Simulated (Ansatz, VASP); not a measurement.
Two plane-wave programs on Cu2O

```
CELL_PARAMETERS angstrom
4.29895 0.00000 0.00000
0.00000 4.29895 0.00000
0.00000 0.00000 4.29895
ATOMIC_POSITIONS crystal
Cu 0.25000 0.25000 0.25000
Cu 0.75000 0.75000 0.25000
Cu 0.75000 0.25000 0.75000
Cu 0.25000 0.75000 0.75000
O 0.00000 0.00000 0.00000
O 0.50000 0.50000 0.50000
```

Alike in both runs: functional PBE; k mesh 8 × 8 × 8; occupations gaussian, width 0.02 eV; no spin polarisation.

Ansatz relaxed the structure, and its values are those at the end. VASP's run is a single point on that final structure, the one shown.

|  | VASP | Ansatz |
| --- | --- | --- |
| version | VASP 6.6.1 | Ansatz 0.2.0 |
| potentials or method | VASP PAW PBE potentials, release 64 (Cu, O), cutoff 600 eV | scalar-relativistic, plane waves, PAW |
| valence electrons in the cell | 56 | 88 |

|  | VASP | Ansatz | Ansatz less VASP |
| --- | --- | --- | --- |
| gap on the k mesh at the Fermi level (eV) | 0.48 | 0.47 | -0.007 |
| least direct gap on the mesh (eV) | 0.48 | 0.47 | -0.007 |
| pressure (GPa) | 0.6 | 0.0 | -0.58 |

VASP's potentials hold 56 valence electrons a cell and Ansatz's 88, so a difference there can come from the potentials and not from the codes.
